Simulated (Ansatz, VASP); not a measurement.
NaI: VASP beside Ansatz

```
CELL_PARAMETERS angstrom
-0.06643 3.54319 3.54319
3.54319 -0.06643 3.54319
3.47676 3.47676 0.00000
ATOMIC_POSITIONS crystal
Na 0.99574 0.99574 0.00426
I 0.25426 0.25426 0.24574
```

Change from the starting cell: shear_xy strain -3.8%.

Alike in both runs: task single point; functional r2SCAN; k mesh 6 × 6 × 6; no spin polarisation.

```csv
,VASP,Ansatz
version,VASP 6.6.1,Ansatz 0.2.0
potentials or method,"VASP PAW PBE potentials, release 64 (Na_pv, I)","plane waves, PAW"
plane-wave cutoff (eV),520,500
occupations,"gaussian, width 0.01 eV",fixed
valence electrons in the cell,14,26
```

```tsv
	VASP	Ansatz	Ansatz less VASP
gap on the k mesh at the Fermi level (eV)	4.36	4.36	-0.005
pressure (GPa)	-0.1	0.0	+0.07
traceless stress, the component that is largest in VASP (GPa)	0.12	0.12	0.000
rms of the force components (eV/Å)	0.006	0.001	-0.0053
```

VASP's potentials were made for PBE, not for r2SCAN. Atom by atom the forces differ by 0.005 eV/Å (rms over components). VASP's potentials hold 14 valence electrons a cell and Ansatz's 26, so a difference there can come from the potentials and not from the codes.

Neither program's run includes spin-orbit coupling.
